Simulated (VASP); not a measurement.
Input of a VASP 6.6.1 run:

INCAR

```
PREC = Accurate
ENCUT = 520
EDIFF = 1E-8
ISMEAR = -1
SIGMA = 0.15
LREAL = F
LASPH = T
NELM = 60
ALGO = Normal
ISIF = 2
LWAVE = F
LCHARG = F
GGA = PE
IVDW = 12
IBRION = 6
NFREE = 2
POTIM = 0.015
NSW = 1
```

Contents of KPOINTS:

```
Automatic mesh
0
Gamma
  18 18 6
```

Contents of POSCAR:

```
C
1.0
    2.4649796668      0.0000000000      0.0000000000
   -1.2324898334      2.1347350113      0.0000000000
    0.0000000000      0.0000000000      6.7384328400
C
4
Direct
    0.0000000000      0.0000000000      0.0025000000
    0.0000000000      0.0000000000      0.5025000000
    0.3333333333      0.6666666667      0.0025000000
    0.6666666667      0.3333333333      0.5025000000
```

Potentials or basis: VASP PAW PBE potentials, release 64 (C).

Run with:

```sh
$ cat potpaw_PBE.64/C/POTCAR > POTCAR
$ mpirun -np 1 vasp_std > vasp.out
```

(1) What does it give for the highest phonon frequency at Γ?

(2) Predict the dispersion energy per atom.

Results:

(1) 1563 cm⁻¹.

(2) -0.156 eV.
